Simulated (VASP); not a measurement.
# I (Pm-3n) in VASP: relaxation of cell and atoms with PBEsol

Aim: the relaxation of cell and atoms of I with PBEsol.

Program: VASP 6.6.1. These are calculated values, not measurements. Logs are shortened: lines on timing, memory, paths and dates and some standing lists are left out, and cuts for length are marked.

## (1) The cell of the first run

The structure is cubic, space group Pm-3n (No. 223). Conventional cell: a = 6.364 Å, b = 6.364 Å, c = 6.364 Å, α = 90.00°, β = 90.00°, γ = 90.00°. I (site symmetry m-3) has 12 I at 3.56 Å within 4.7 Å. I (site symmetry -4m2) has 14 I at 3.18 to 3.90 Å within 4.2 Å.

## (2) Relaxation of cell and atoms, PBEsol

The input, INCAR:

```
ALGO = Normal
EDIFF = 1E-6
EDIFFG = -0.01
ENCUT = 600
GGA = PS
IBRION = 2
ISIF = 3
ISMEAR = 0
LASPH = T
LCHARG = F
LREAL = F
LWAVE = F
NELM = 60
NSW = 100
PREC = Accurate
SIGMA = 0.1
```

The input, KPOINTS:

```
k-points
0
Gamma
  6 6 6
```

The input, POSCAR:

```
I
1.0
    6.3636388345      0.0000000000      0.0000000000
    0.0000000000      6.3636388345      0.0000000000
    0.0000000000      0.0000000000      6.3636388345
I
8
Direct
    0.5000000000      0.5000000000      0.5000000000
    0.0000000000      0.0000000000      0.0000000000
    0.2500000000      0.0000000000      0.5000000000
    0.5000000000      0.2500000000      0.0000000000
    0.5000000000      0.7500000000      0.0000000000
    0.7500000000      0.0000000000      0.5000000000
    0.0000000000      0.5000000000      0.7500000000
    0.0000000000      0.5000000000      0.2500000000
```

Potentials or basis: VASP PAW PBE potentials, release 64 (I).

Command:

```console
cat potpaw_PBE.64/I/POTCAR > POTCAR
mpirun -np 1 vasp_std > vasp.out
```

OUTCAR:

```text
EDIFF = 1E-6
   EDIFFG = -0.01
   ENCUT = 600
   GGA = PS
   IBRION = 2
   ISIF = 3
   ISMEAR = 0
   LASPH = T
   LREAL = F
   NELM = 60
   NSW = 100
   PREC = Accurate

 ion  position               nearest neighbor table
   1  0.500  0.500  0.500-   3 3.56   4 3.56   5 3.56   6 3.56   7 3.56   8 3.56   4 3.56   5 3.56
                             3 3.56   6 3.56   7 3.56   8 3.56
   2  0.000  0.000  0.000-   3 3.56   4 3.56   5 3.56   6 3.56   7 3.56   8 3.56   3 3.56   6 3.56
                             7 3.56   8 3.56   4 3.56   5 3.56
   3  0.250  0.000  0.500-   6 3.18   6 3.18   1 3.56   2 3.56   1 3.56   2 3.56
   4  0.500  0.250  0.000-   5 3.18   5 3.18   1 3.56   1 3.56   2 3.56   2 3.56
   5  0.500  0.750  0.000-   4 3.18   4 3.18   1 3.56   1 3.56   2 3.56   2 3.56
   6  0.750  0.000  0.500-   3 3.18   3 3.18   1 3.56   2 3.56   1 3.56   2 3.56
   7  0.000  0.500  0.750-   8 3.18   8 3.18   1 3.56   2 3.56   2 3.56   1 3.56
   8  0.000  0.500  0.250-   7 3.18   7 3.18   1 3.56   2 3.56   2 3.56   1 3.56

  LATTYP: Found a simple cubic cell.
 ALAT       =     6.3636388345

  Lattice vectors:

 A1 = (   6.3636388345,   0.0000000000,   0.0000000000)
 A2 = (   0.0000000000,   6.3636388345,   0.0000000000)
 A3 = (   0.0000000000,   0.0000000000,   6.3636388345)

Analysis of symmetry for initial positions (statically):
=====================================================================
 Subroutine PRICEL returns:
 Original cell was already a primitive cell.

 Routine SETGRP: Setting up the symmetry group for a
 simple cubic supercell.

 Subroutine GETGRP returns: Found 48 space group operations
 (whereof 24 operations were pure point group operations)
 out of a pool of 48 trial point group operations.

The static configuration has the point symmetry T_h .
 The point group associated with its full space group is O_h .

Analysis of symmetry for dynamics (positions and initial velocities):
=====================================================================
 Subroutine PRICEL returns:
 Original cell was already a primitive cell.

 Routine SETGRP: Setting up the symmetry group for a
 simple cubic supercell.

 Subroutine GETGRP returns: Found 48 space group operations
 (whereof 24 operations were pure point group operations)
 out of a pool of 48 trial point group operations.

The dynamic configuration has the point symmetry T_h .
 The point group associated with its full space group is O_h .

 Subroutine INISYM returns: Found 48 space group operations
 (whereof 24 operations are pure point group operations),
 and found     1 'primitive' translations

----------------------------------------------------------------------------------------

                                     Primitive cell

  volume of cell :     257.7013

  direct lattice vectors                    reciprocal lattice vectors
     6.363638834  0.000000000  0.000000000     0.157142796  0.000000000  0.000000000
     0.000000000  6.363638834  0.000000000     0.000000000  0.157142796  0.000000000
     0.000000000  0.000000000  6.363638834     0.000000000  0.000000000  0.157142796

  length of vectors
     6.363638834  6.363638834  6.363638834     0.157142796  0.157142796  0.157142796

  position of ions in fractional coordinates (direct lattice)
     0.500000000  0.500000000  0.500000000
     0.000000000  0.000000000  0.000000000
     0.250000000  0.000000000  0.500000000
     0.500000000  0.250000000  0.000000000
     0.500000000  0.750000000  0.000000000
     0.750000000  0.000000000  0.500000000
     0.000000000  0.500000000  0.750000000
     0.000000000  0.500000000  0.250000000

  ion indices of the primitive-cell ions
   primitive index   ion index
                 1           1
                 2           2
                 3           3
                 4           4
                 5           5
                 6           6
                 7           7
                 8           8

----------------------------------------------------------------------------------------

 KPOINTS: k-points

Automatic generation of k-mesh.
[... 45 lines left out ...]
   total plane-waves  NPLWV = 157464
   dimension x,y,z NGX =    54 NGY =   54 NGZ =   54
   dimension x,y,z NGXF=   108 NGYF=  108 NGZF=  108
   ions per type =               8
   NGX,Y,Z   is equivalent  to a cutoff of  14.11, 14.11, 14.11 a.u.
   NGXF,Y,Z  is equivalent  to a cutoff of  28.21, 28.21, 28.21 a.u.
 SYSTEM =  unknown system
   PREC   = accura    normal or accurate (medium, high low for compatibility)
   ISTART =      0    job   : 0-new  1-cont  2-samecut
   ICHARG =      2    charge: 1-file 2-atom 10-const
   ISPIN  =      1    spin polarized calculation?
   LNONCOLLINEAR =      F non collinear calculations
   LSORBIT =      F    spin-orbit coupling
   LASPH  =      T    aspherical Exc in radial PAW
   ENCUT  =  600.0 eV  44.10 Ry    6.64 a.u.  12.71 12.71 12.71*2*pi/ulx,y,z
   NELM   =     60;   NELMIN=  2; NELMDL= -5     # of ELM steps
   EDIFF  = 0.1E-05   stopping-criterion for ELM
   LREAL  =      F    real-space projection
   EDIFFG = -.1E-01   stopping-criterion for IOM
   NSW    =    100    number of steps for IOM
   IBRION =      2    ionic relax: 0-MD 1-quasi-New 2-CG
   NFREE  =      1    steps in history (QN), initial steepest desc. (CG)
   ISIF   =      3    stress and relaxation
   ISYM   =      2    0-nonsym 1-usesym 2-fastsym
   POTIM  = 0.5000    time-step for ionic-motion
   TEBEG  =    0.0;   TEEND  =   0.0 temperature during run
   PSTRESS=    0.0 pullay stress
   NELECT =      56.0000    total number of electrons
   NUPDOWN=      -1.0000    fix difference up-down
   EMIN   =  10.00;   EMAX   =-10.00  energy-range for DOS
   EFERMI =   0.00;   METHOD = LEGACY
   ISMEAR =     0;   SIGMA  =   0.10  broadening in eV -4-tet -1-fermi 0-gaus
   EFERMI_NEDOS =   21; number of points for ismear=-14 and -15
   IALGO  =     38    algorithm
   IMIX   =      4    mixing-type and parameters
     AMIX     =   0.40;   BMIX     =  1.00
     AMIX_MAG =   1.60;   BMIX_MAG =  1.00
  volume/ion in A,a.u.               =      32.21       217.38
  Fermi-wavevector in a.u.,A,eV,Ry     =   0.984235  1.859934 13.180206  0.968718
  Thomas-Fermi vector in A             =   2.115452
   LORBIT       =      0    0 simple, 1 ext, 2 COOP (PROOUT), +10 PAW based schemes
   GGA     = PS    functional components
   LHFCALC =     F    Hartree Fock is set to
   AEXX    =    0.0000 exact exchange contribution
   IVDW    =     0    specifies the selected vdW correction
   LEPSILON=     F    determine dielectric tensor
   LRPA    =     F    only Hartree local field effects (RPA)
 conjugate gradient relaxation of ions
 non-spin polarized calculation
 Gauss-broadening in eV      SIGMA  =   0.10
  energy-cutoff  :      600.00
  volume of cell :      257.70
 maximum number of plane-waves:      8642
 NGX is ok and might be reduce to    54
   NGX = 25   NGY = 25   NGZ = 25

--------------------------------------- Ionic step        1  -------------------------------------------

 number of electron      55.9999991 magnetization

 Free energy of the ion-electron system (eV)
  ---------------------------------------------------
  ext. energy  EPLUGINS =         0.00000000
  ---------------------------------------------------
  free energy    TOTEN  =       -11.52812573 eV

  energy without entropy =      -11.46452474  energy(sigma->0) =      -11.49632523

------------------------ aborting loop because EDIFF is reached ----------------------------------------

  FORCE on cell =-STRESS in cart. coord.  units (eV):
  Direction    XX          YY          ZZ          XY          YZ          ZX
  --------------------------------------------------------------------------------------
  -------------------------------------------------------------------------------------
  Total        0.3795329      0.3795329      0.3795329      0.0000000     -0.0000000     -0.0000000
  in kB        2.3596276      2.3596276      2.3596276      0.0000000     -0.0000000     -0.0000000
  external PRESSURE =       2.3596276 kB  Pullay stress =       0.0000000 kB

 VOLUME and BASIS-vectors are now :
 -----------------------------------------------------------------------------
  energy-cutoff  :      600.00
  volume of cell :      257.70
      direct lattice vectors                 reciprocal lattice vectors
     6.363638834  0.000000000  0.000000000     0.157142796  0.000000000  0.000000000
     0.000000000  6.363638834  0.000000000     0.000000000  0.157142796  0.000000000
     0.000000000  0.000000000  6.363638834     0.000000000  0.000000000  0.157142796

 POSITION                                       TOTAL-FORCE (eV/Angst)
 -----------------------------------------------------------------------------------
      3.18182      3.18182      3.18182        -0.000000      0.000000     -0.000000
      0.00000      0.00000      0.00000        -0.000000      0.000000     -0.000000
      1.59091      0.00000      3.18182        -0.000000      0.000000      0.000000
      3.18182      1.59091      0.00000         0.000000      0.000000     -0.000000
      3.18182      4.77273      0.00000         0.000000      0.000000      0.000000
      4.77273      0.00000      3.18182         0.000000      0.000000      0.000000
      0.00000      3.18182      4.77273         0.000000     -0.000000     -0.000000
      0.00000      3.18182      1.59091        -0.000000     -0.000000     -0.000000
 -----------------------------------------------------------------------------------
    total drift:                               -0.000000      0.000000     -0.000000

  FREE ENERGIE OF THE ION-ELECTRON SYSTEM (eV)
  ---------------------------------------------------
  free  energy   TOTEN  =       -11.5281257273 eV

  energy  without entropy=      -11.4645247402  energy(sigma->0) =      -11.49632523

--------------------------------------- Ionic step        2  -------------------------------------------

 number of electron      55.9999992 magnetization

 Free energy of the ion-electron system (eV)
  ---------------------------------------------------
  ext. energy  EPLUGINS =         0.00000000
  ---------------------------------------------------
  free energy    TOTEN  =       -11.52941366 eV

  energy without entropy =      -11.46514783  energy(sigma->0) =      -11.49728075

 E-fermi :   5.3424     XC(G=0):  -9.6133

 val. band max:        5.3421614067   @ k =   0.3333   0.1667   0.0000
 cond. band min:       5.3582426920   @ k =   0.1667   0.1667   0.0000
 fundamental gap:      0.0160812853
 Fermi energy:         5.3423722464

 k-point     1 :       0.0000    0.0000    0.0000
  band No.  band energies     occupation
      1      -8.6804      2.00000
      2      -7.3369      2.00000
      3      -7.3369      2.00000
      4      -7.0343      2.00000
      5      -6.2889      2.00000
      6      -6.1781      2.00000
[... 709 lines left out ...]
     32       4.5059      2.00000
     33      12.2982      0.00000

------------------------ aborting loop because EDIFF is reached ----------------------------------------

  FORCE on cell =-STRESS in cart. coord.  units (eV):
  Direction    XX          YY          ZZ          XY          YZ          ZX
  --------------------------------------------------------------------------------------
  -------------------------------------------------------------------------------------
  Total       -0.0014872     -0.0014872     -0.0014872      0.0000000      0.0000000      0.0000000
  in kB       -0.0091829     -0.0091829     -0.0091829      0.0000000      0.0000000      0.0000000
  external PRESSURE =      -0.0091829 kB  Pullay stress =       0.0000000 kB

 VOLUME and BASIS-vectors are now :
 -----------------------------------------------------------------------------
  energy-cutoff  :      600.00
  volume of cell :      259.47
      direct lattice vectors                 reciprocal lattice vectors
     6.378203355  0.000000000 -0.000000000     0.156783963 -0.000000000  0.000000000
     0.000000000  6.378203355 -0.000000000    -0.000000000  0.156783963  0.000000000
    -0.000000000 -0.000000000  6.378203355     0.000000000  0.000000000  0.156783963

 POSITION                                       TOTAL-FORCE (eV/Angst)
 -----------------------------------------------------------------------------------
      3.18910      3.18910      3.18910        -0.000000     -0.000000     -0.000000
      6.37820     -0.00000      6.37820        -0.000000     -0.000000     -0.000000
      1.59455     -0.00000      3.18910         0.000000      0.000000      0.000000
      3.18910      1.59455      6.37820         0.000000     -0.000000      0.000000
      3.18910      4.78365     -0.00000         0.000000      0.000000     -0.000000
      4.78365     -0.00000      3.18910        -0.000000      0.000000      0.000000
      0.00000      3.18910      4.78365        -0.000000     -0.000000     -0.000000
      6.37820      3.18910      1.59455        -0.000000     -0.000000      0.000000
 -----------------------------------------------------------------------------------
    total drift:                               -0.000000      0.000000     -0.000000

  FREE ENERGIE OF THE ION-ELECTRON SYSTEM (eV)
  ---------------------------------------------------
  free  energy   TOTEN  =       -11.5294136600 eV

  energy  without entropy=      -11.4651478306  energy(sigma->0) =      -11.49728075

 reached required accuracy - stopping structural energy minimisation
```

It took 7.4 min on 1 thread of Oxide Virtual Turin-like, shared host; peak memory 0.45 GiB.

Results:

* Free energy: -11.5294 eV
* Relaxed volume: 32.43 Å³/atom
* Relaxed cell: a = 6.378 Å, b = 6.378 Å, c = 6.378 Å, α = 90.00°, β = 90.00°, γ = 90.00°
* Space group after relaxing (to 0.05 Å): Pm-3n (No. 223)
* Energy gained by relaxing: 0.2 meV/atom
* Ionic steps: 2
* Pressure after relaxing: 0.0 GPa
* Band gap on the k mesh: zero (band 28 reaches 5.61 eV, above the bottom of band 29 at 4.51 eV)

Step by step:
```tsv
step	energy change (eV)	largest force (eV/Å)	pressure (GPa)	volume (Å³)
1	0.0000	0.0000	0.24	257.70
2	-0.0013	0.0000	0.00	259.47
```

Final structure:
```yaml
crystal:
  lattice:
    - [6.37820, 0.00000, 0.00000]
    - [0.00000, 6.37820, 0.00000]
    - [0.00000, 0.00000, 6.37820]
  atoms:
    - { symbol: I, position: [0.50000, 0.50000, 0.50000] }
    - { symbol: I, position: [0.00000, 0.00000, 0.00000] }
    - { symbol: I, position: [0.25000, 0.00000, 0.50000] }
    - { symbol: I, position: [0.50000, 0.25000, 0.00000] }
    - { symbol: I, position: [0.50000, 0.75000, 0.00000] }
    - { symbol: I, position: [0.75000, 0.00000, 0.50000] }
    - { symbol: I, position: [0.00000, 0.50000, 0.75000] }
    - { symbol: I, position: [0.00000, 0.50000, 0.25000] }
```

Levels at points of the mesh, in eV from the Fermi level:
```csv
k point,band 24,band 25,band 26,band 27,band 28,band 29,band 30,band 31,band 32,band 33
"(0.00, 0.00, 0.00)",-0.49,-0.49,-0.49,0.25,0.25,0.25,1.83,1.83,1.83,6.15
"(0.50, 0.00, 0.00)",-1.19,-0.65,-0.65,0.26,0.26,0.45,0.45,1.71,1.71,5.87
"(0.50, 0.50, 0.00)",-1.03,-0.57,-0.57,-0.53,-0.41,-0.35,0.43,0.43,1.58,5.15
"(0.50, 0.50, 0.50)",-1.22,-1.22,-1.22,-0.84,-0.84,-0.84,-0.84,-0.84,-0.84,6.96
```

Caveat: the PAW data sets were made with another functional, which shifts forces and pressure a little; spin-orbit coupling is left out, which moves the levels of the heavy elements.
